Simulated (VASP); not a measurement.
Re: single point with PBEsol

Re:

```
Re
1.0
     4.93360    0.00000    0.00000
     0.00000    4.93360    0.00000
     0.00000    0.00000    4.93360
Re
8
Direct
  0.50000 0.50000 0.50000
  0.00000 0.00000 0.00000
  0.25000 0.00000 0.50000
  0.50000 0.25000 0.00000
  0.50000 0.75000 0.00000
  0.75000 0.00000 0.50000
  0.00000 0.50000 0.75000
  0.00000 0.50000 0.25000
```

- Program: VASP 6.6.1
- Task: single point
- Functional: PBEsol
- Potentials or basis: VASP PAW PBE potentials, release 64 (Re)
- Cutoff: 520 eV
- k mesh: 4 × 4 × 4
- Occupations: gaussian, width 0.1 eV
- Spin: no spin polarisation
- Dipole correction: no
- Further INCAR settings: ALGO = Fast; EDIFF = 1e-06; NBANDS = 38

```json
{
 "Pressure": "-5.5 GPa",
 "Band gap on the k mesh": "zero (bands 28 and 29 overlap by 0.42 eV)"
}
```

Levels at points of the mesh, in eV from the Fermi level:
| k point | band 25 | band 26 | band 27 | band 28 | band 29 | band 30 | band 31 | band 32 |
| --- | --- | --- | --- | --- | --- | --- | --- | --- |
| (0.00, 0.00, 0.00) | -1.77 | 0.20 | 0.20 | 0.20 | 0.28 | 0.28 | 0.28 | 0.55 |
| (0.50, 0.00, 0.00) | -0.76 | -0.76 | -0.54 | -0.54 | -0.23 | -0.23 | 0.65 | 0.65 |
| (0.50, 0.50, 0.00) | -1.04 | -0.99 | -0.77 | -0.12 | -0.12 | 0.76 | 0.84 | 1.08 |
| (0.50, 0.50, 0.50) | -0.01 | -0.01 | -0.01 | -0.01 | -0.01 | -0.01 | 1.65 | 1.65 |

Wall time 2 min on 1 thread of Intel(R) Xeon(R) Platinum 8488C (Sapphire Rapids), with other jobs on the host, peak memory 0.24 GiB.

Caveat: the cell stands under tension; the PAW data sets were made with another functional, which shifts forces and pressure a little; spin-orbit coupling is left out, which moves the levels of the heavy elements.
